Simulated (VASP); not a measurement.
# Ir (Fm-3m) in VASP: further runs

The runs below take Ir through electric field gradients, density of states, with PBE.

Program: VASP 6.6.1. These are calculated values, not measurements. Logs are shortened: lines on timing, memory, paths and dates and some standing lists are left out, and cuts for length are marked.

### 1 The cell of the first run

The structure is cubic, space group Fm-3m (No. 225). Conventional cell: a = 3.871 Å, b = 3.871 Å, c = 3.871 Å, α = 90.00°, β = 90.00°, γ = 90.00°. Within 3.6 Å of Ir (site symmetry m-3m) lie 12 Ir at 2.74 Å.

### 2 Electric field gradients, PBE

Input file INCAR:

```
SYSTEM = Ir
ALGO = Normal
EDIFF = 1E-8
ENCUT = 520
GGA = PE
ISIF = 2
ISMEAR = 0
LASPH = .TRUE.
LCHARG = .FALSE.
LEFG = .TRUE.
LREAL = .FALSE.
LWAVE = .FALSE.
NBANDS = 10
NELM = 100
PREC = Accurate
SIGMA = 0.05
```

Input file KPOINTS:

```
k-points
0
G
  20 20 20
  0 0 0
```

Input file POSCAR:

```
Ir
1.0
    0.0000000000      1.9353341661      1.9353341661
    1.9353341661      0.0000000000      1.9353341661
    1.9353341661      1.9353341661      0.0000000000
Ir
1
Direct
    0.0000000000      0.0000000000      0.0000000000
```

Potentials or basis: VASP PAW PBE potentials, release 64 (Ir).

On the command line:

```sh
$ cat potpaw_PBE.64/Ir/POTCAR > POTCAR
$ mpirun -np 1 vasp_std > vasp.out
```

OUTCAR:

```text
SYSTEM = Ir
   EDIFF = 1E-8
   ENCUT = 520
   GGA = PE
   ISIF = 2
   ISMEAR = 0
   LASPH = .TRUE.
   LREAL = .FALSE.
   NELM = 100
   PREC = Accurate

 ion  position               nearest neighbor table
   1  0.000  0.000  0.000-

  LATTYP: Found a face centered cubic cell.
 ALAT       =     3.8706683322

  Lattice vectors:

 A1 = (   0.0000000000,   1.9353341661,   1.9353341661)
 A2 = (   1.9353341661,   0.0000000000,   1.9353341661)
 A3 = (   1.9353341661,   1.9353341661,   0.0000000000)

Analysis of symmetry for initial positions (statically):
=====================================================================
 Subroutine PRICEL returns:
 Original cell was already a primitive cell.

 Routine SETGRP: Setting up the symmetry group for a
 face centered cubic supercell.

 Subroutine GETGRP returns: Found 48 space group operations
 (whereof 48 operations were pure point group operations)
 out of a pool of 48 trial point group operations.

The static configuration has the point symmetry O_h .

Analysis of symmetry for dynamics (positions and initial velocities):
=====================================================================
 Subroutine PRICEL returns:
 Original cell was already a primitive cell.

 Routine SETGRP: Setting up the symmetry group for a
 face centered cubic supercell.

 Subroutine GETGRP returns: Found 48 space group operations
 (whereof 48 operations were pure point group operations)
 out of a pool of 48 trial point group operations.

The dynamic configuration has the point symmetry O_h .

 Subroutine INISYM returns: Found 48 space group operations
 (whereof 48 operations are pure point group operations),
 and found     1 'primitive' translations

----------------------------------------------------------------------------------------

                                     Primitive cell

  volume of cell :      14.4977

  direct lattice vectors                    reciprocal lattice vectors
     0.000000000  1.935334166  1.935334166    -0.258353316  0.258353316  0.258353316
     1.935334166  0.000000000  1.935334166     0.258353316 -0.258353316  0.258353316
     1.935334166  1.935334166  0.000000000     0.258353316  0.258353316 -0.258353316

  length of vectors
     2.736975825  2.736975825  2.736975825     0.447481070  0.447481070  0.447481070

  position of ions in fractional coordinates (direct lattice)
     0.000000000  0.000000000  0.000000000

  ion indices of the primitive-cell ions
   primitive index   ion index
                 1           1

----------------------------------------------------------------------------------------

 KPOINTS: k-points

Automatic generation of k-mesh.
 Grid dimensions read from file:
 generate k-points for:   20   20   20

 Generating k-lattice:

  Cartesian coordinates                     Fractional coordinates (reciprocal lattice)
    -0.012917666  0.012917666  0.012917666     0.050000000  0.000000000  0.000000000
     0.012917666 -0.012917666  0.012917666     0.000000000  0.050000000  0.000000000
     0.012917666  0.012917666 -0.012917666     0.000000000  0.000000000  0.050000000

  Length of vectors
     0.022374054  0.022374054  0.022374054

  Shift w.r.t. Gamma in fractional coordinates (k-lattice)
     0.000000000  0.000000000  0.000000000

 Subroutine IBZKPT returns following result:
 ===========================================

 Found    256 irreducible k-points:

 Following reciprocal coordinates:
            Coordinates               Weight
  0.000000  0.000000  0.000000      1.000000
  0.050000  0.000000  0.000000      8.000000
  0.100000  0.000000  0.000000      8.000000
  0.150000  0.000000  0.000000      8.000000
  0.200000  0.000000  0.000000      8.000000
  0.250000  0.000000  0.000000      8.000000
[... 16 lines left out ...]
 -0.400000  0.050000  0.000000     24.000000
 -0.350000  0.050000  0.000000     24.000000
 [... further k-points ...]
   k-points           NKPTS =    256   k-points in BZ     NKDIM =    256   number of bands    NBANDS=     10
   number of dos      NEDOS =    301   number of ions     NIONS =      1
   total plane-waves  NPLWV =   8000
   dimension x,y,z NGX =    20 NGY =   20 NGZ =   20
   dimension x,y,z NGXF=    40 NGYF=   40 NGZF=   40
   ions per type =               1
   NGX,Y,Z   is equivalent  to a cutoff of  12.15, 12.15, 12.15 a.u.
   NGXF,Y,Z  is equivalent  to a cutoff of  24.30, 24.30, 24.30 a.u.
 SYSTEM =  Ir
   PREC   = accura    normal or accurate (medium, high low for compatibility)
   ISTART =      0    job   : 0-new  1-cont  2-samecut
   ICHARG =      2    charge: 1-file 2-atom 10-const
   ISPIN  =      1    spin polarized calculation?
   LNONCOLLINEAR =      F non collinear calculations
   LSORBIT =      F    spin-orbit coupling
   LASPH  =      T    aspherical Exc in radial PAW
   ENCUT  =  520.0 eV  38.22 Ry    6.18 a.u.   5.09  5.09  5.09*2*pi/ulx,y,z
   NELM   =    100;   NELMIN=  2; NELMDL= -5     # of ELM steps
   EDIFF  = 0.1E-07   stopping-criterion for ELM
   LREAL  =      F    real-space projection
   EDIFFG = 0.1E-06   stopping-criterion for IOM
   NSW    =      0    number of steps for IOM
   IBRION =     -1    ionic relax: 0-MD 1-quasi-New 2-CG
   NFREE  =      0    steps in history (QN), initial steepest desc. (CG)
   ISIF   =      2    stress and relaxation
   ISYM   =      2    0-nonsym 1-usesym 2-fastsym
   POTIM  = 0.5000    time-step for ionic-motion
   TEBEG  =    0.0;   TEEND  =   0.0 temperature during run
   PSTRESS=    0.0 pullay stress
   NELECT =       9.0000    total number of electrons
   NUPDOWN=      -1.0000    fix difference up-down
   EMIN   =  10.00;   EMAX   =-10.00  energy-range for DOS
   EFERMI =   0.00;   METHOD = LEGACY
   ISMEAR =     0;   SIGMA  =   0.05  broadening in eV -4-tet -1-fermi 0-gaus
   EFERMI_NEDOS =   21; number of points for ismear=-14 and -15
   IALGO  =     38    algorithm
   IMIX   =      4    mixing-type and parameters
     AMIX     =   0.40;   BMIX     =  1.00
     AMIX_MAG =   1.60;   BMIX_MAG =  1.00
  volume/ion in A,a.u.               =      14.50        97.84
  Fermi-wavevector in a.u.,A,eV,Ry     =   1.396550  2.639096 26.536134  1.950351
  Thomas-Fermi vector in A             =   2.519893
   LORBIT       =      0    0 simple, 1 ext, 2 COOP (PROOUT), +10 PAW based schemes
   GGA     = PE    functional components
   LHFCALC =     F    Hartree Fock is set to
   AEXX    =    0.0000 exact exchange contribution
   IVDW    =     0    specifies the selected vdW correction
   LEPSILON=     F    determine dielectric tensor
   LRPA    =     F    only Hartree local field effects (RPA)
 non-spin polarized calculation
 Gauss-broadening in eV      SIGMA  =   0.05
  energy-cutoff  :      520.00
  volume of cell :       14.50
 maximum number of plane-waves:       399
   NGX = 11   NGY = 11   NGZ = 11

 number of electron       9.0000000 magnetization

 Free energy of the ion-electron system (eV)
  ---------------------------------------------------
  ext. energy  EPLUGINS =         0.00000000
  ---------------------------------------------------
  free energy    TOTEN  =        -8.85480676 eV

  energy without entropy =       -8.85419954  energy(sigma->0) =       -8.85450315

 E-fermi :   9.9333     XC(G=0): -13.8434

 val. band max:        9.9283797498   @ k =   0.3500   0.0000   0.0000
 cond. band min:       9.9383123751   @ k =  -0.3500   0.3000   0.0000
 fundamental gap:      0.0099326253
 Fermi energy:         9.9332851138

 k-point     1 :       0.0000    0.0000    0.0000
  band No.  band energies     occupation
      1      -0.8710      2.00000
      2       6.2401      2.00000
      3       6.2401      2.00000
      4       6.2401      2.00000
      5       8.8248      2.00000
      6       8.8248      2.00000
      7      24.3590      0.00000
      8      29.7991      0.00000
      9      29.7991      0.00000
     10      29.7991      0.00000

 k-point     2 :       0.0500    0.0000    0.0000
  band No.  band energies     occupation
      1      -0.7622      2.00000
      2       6.1823      2.00000
      3       6.2873      2.00000
      4       6.2873      2.00000
      5       8.7944      2.00000
      6       8.7944      2.00000
      7      24.5455      0.00000
      8      29.1845      0.00000
      9      29.9759      0.00000
     10      29.9759      0.00000
[... 274 lines left out ...]
 k-point    24 :      -0.3500    0.0500    0.0000
  band No.  band energies     occupation
      1       2.1851      2.00000
      2       6.3029      2.00000
      3       6.4087      2.00000
      4       7.0317      2.00000
      5       9.8143      1.99923
      6      10.5663      0.00000
      7      19.9872      0.00000
      8      25.0267      0.00000
      9      30.3148      0.00000
     10      31.9668      0.00000

 [... further k-points ...]
[... 5 lines left out ...]
  --------------------------------------------------------------------------------------
  -------------------------------------------------------------------------------------
  Total        0.0314548      0.0314548      0.0314548      0.0000000      0.0000000      0.0000000
  in kB        3.4761634      3.4761634      3.4761634      0.0000000      0.0000000      0.0000000
  external PRESSURE =       3.4761634 kB  Pullay stress =       0.0000000 kB

 VOLUME and BASIS-vectors are now :
 -----------------------------------------------------------------------------
  energy-cutoff  :      520.00
  volume of cell :       14.50
      direct lattice vectors                 reciprocal lattice vectors
     0.000000000  1.935334166  1.935334166    -0.258353316  0.258353316  0.258353316
     1.935334166  0.000000000  1.935334166     0.258353316 -0.258353316  0.258353316
     1.935334166  1.935334166  0.000000000     0.258353316  0.258353316 -0.258353316

 POSITION                                       TOTAL-FORCE (eV/Angst)
 -----------------------------------------------------------------------------------
      0.00000      0.00000      0.00000        -0.000000     -0.000000     -0.000000
 -----------------------------------------------------------------------------------
    total drift:                               -0.000000     -0.000000     -0.000000

  FREE ENERGIE OF THE ION-ELECTRON SYSTEM (eV)
  ---------------------------------------------------
  free  energy   TOTEN  =        -8.8548067556 eV

  energy  without entropy=       -8.8541995409  energy(sigma->0) =       -8.85450315

 Electric field gradients (V/A^2)
---------------------------------------------------------------------
 ion       V_xx      V_yy      V_zz      V_xy      V_xz      V_yz
---------------------------------------------------------------------
   1       0.000     0.000    -0.000     0.000     0.000     0.000
---------------------------------------------------------------------

 Electric field gradients after diagonalization (V/A^2)
 (convention: |V_zz| > |V_xx| > |V_yy|)
----------------------------------------------------------------------
 ion       V_xx      V_yy      V_zz     asymmetry (V_yy - V_xx)/ V_zz
----------------------------------------------------------------------
   1      -0.000    -0.000     0.000       0.000
----------------------------------------------------------------------

           NMR quadrupolar parameters

 Cq : quadrupolar parameter    Cq=e*Q*V_zz/h
 eta: asymmetry parameters     (V_yy - V_xx)/ V_zz
 Q  : nuclear electric quadrupole moment in mb (millibarn)
----------------------------------------------------------------------
 ion       Cq(MHz)       eta       Q (mb)
----------------------------------------------------------------------
   1       0.000       0.000       1.000
----------------------------------------------------------------------
```

Wall time 42 s (1 thread of AMD EPYC 7R43 (Zen 3), shared host); peak memory 0.12 GiB.

Results:

- Free energy: -8.8548 eV
- Pressure: 0.3 GPa

Caveat: without QUAD_EFG the Cq values of the log hold for a quadrupole moment of 1 mb, not for the nuclei; spin-orbit coupling is left out, which moves the levels of the heavy elements.

### 3 Density of states, PBE

POSCAR is that of step 2.

Input file INCAR.step1:

```
ALGO     = Fast           # electronic algorithm
EDIFF    = 1E-6           # SCF threshold, eV
ENCUT    = 520            # plane-wave cutoff, eV
GGA      = PE             # functional
ISIF     = 2              # what is computed and relaxed
ISMEAR   = 0              # smearing method
LASPH    = T              # aspherical terms in the spheres
LCHARG   = T              # write CHGCAR
LMAXMIX  = 4              # l up to which the mixer works
LREAL    = F              # projectors in reciprocal space
LWAVE    = F              # write WAVECAR
NBANDS   = 10             # bands
NELM     = 60             # most SCF steps
PREC     = Accurate       # precision mode
SIGMA    = 0.05           # smearing width, eV
```

Input file KPOINTS.step1:

```
k-points
0
Gamma
  20 20 20
```

Input file INCAR.step2:

```
ALGO     = Fast           # electronic algorithm
EDIFF    = 1E-6           # SCF threshold, eV
ENCUT    = 520            # plane-wave cutoff, eV
GGA      = PE             # functional
ICHARG   = 11             # starting density
ISIF     = 2              # what is computed and relaxed
ISMEAR   = -5             # smearing method
LASPH    = T              # aspherical terms in the spheres
LCHARG   = F              # write CHGCAR
LMAXMIX  = 4              # l up to which the mixer works
LORBIT   = 10             # projections on sites
LREAL    = F              # projectors in reciprocal space
LWAVE    = F              # write WAVECAR
NBANDS   = 10             # bands
NEDOS    = 1001           # points of the DOS
NELM     = 60             # most SCF steps
PREC     = Accurate       # precision mode
SIGMA    = 0.05           # smearing width, eV
```

Input file KPOINTS.step2:

```
k-points
0
Gamma
  30 30 30
```

Potentials or basis: VASP PAW PBE potentials, release 64 (Ir).

On the command line:

```sh
$ cat potpaw_PBE.64/Ir/POTCAR > POTCAR
$ cp INCAR.step1 INCAR
$ cp KPOINTS.step1 KPOINTS
$ mpirun -np 1 vasp_std > vasp.out
$ cp INCAR.step2 INCAR
$ cp KPOINTS.step2 KPOINTS
$ mpirun -np 1 vasp_std > vasp.out
```

It took 1.9 min on 1 thread of AMD EPYC 7R43 (Zen 3), shared host; peak memory 0.19 GiB.

It converged, with:

* Valence electrons inside the program's atomic spheres: Ir 8.32

Levels at points of the mesh, in eV from the Fermi level:
```csv
k point,band 2,band 3,band 4,band 5,band 6,band 7
"(0.00, 0.00, 0.00)",-3.73,-3.73,-3.73,-1.14,-1.14,14.39
"(0.50, 0.00, 0.00)",-3.82,-3.82,-0.68,0.87,0.87,7.03
"(0.50, 0.50, 0.00)",-7.06,0.84,1.42,1.42,1.72,10.20
```

Caveat: spin-orbit coupling is left out, which moves the levels of the heavy elements; tetrahedron occupations give inexact forces and stress in metals.
